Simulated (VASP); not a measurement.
Crystal: C.

```
C
1.0
     0.00000    2.22718    2.22718
     2.22718    0.00000    2.22718
     2.22718    2.22718    0.00000
C
2
Direct
  0.00000 0.00000 0.00000
  0.25000 0.25000 0.25000
```

```yaml
Program: VASP 6.6.1
Task: relaxation of cell and atoms
Functional: r2SCAN
Potentials_or_basis: VASP PAW PBE potentials, release 64 (C)
Cutoff: 600 eV
k_mesh: 8 × 8 × 8
Occupations: gaussian, width 0.1 eV
Spin: no spin polarisation
```

At the start: pressure -76.9 GPa; volume 11.05 Å³/atom.

Q: Where does the relaxation end?

A: Over 6 steps the energy falls by 2344.6 meV/atom and the volume is 5.65 Å³/atom (-48.8 %); space group Fd-3m (No. 227, to 0.05 Å).

Step by step:
```csv
step,energy change (eV),largest force (eV/Å),pressure (GPa),volume (Å³)
1,0.0000,0.0000,-76.89,22.10
2,-3.8565,0.0000,143.46,9.11
3,-4.6887,0.0000,-2.77,11.37
4,-4.6881,0.0000,3.97,11.20
5,-4.6875,0.0000,-4.63,11.42
6,-4.6893,0.0000,0.00,11.30
```

Final structure:
```
CELL_PARAMETERS angstrom
0.00000 1.78119 1.78119
1.78119 0.00000 1.78119
1.78119 1.78119 0.00000
ATOMIC_POSITIONS crystal
C 0.00000 0.00000 0.00000
C 0.25000 0.25000 0.25000
```

Caveat: the volume moved by over 15 % at a fixed basis, so the end points are rough; the PAW data sets were made with another functional, which shifts forces and pressure a little.
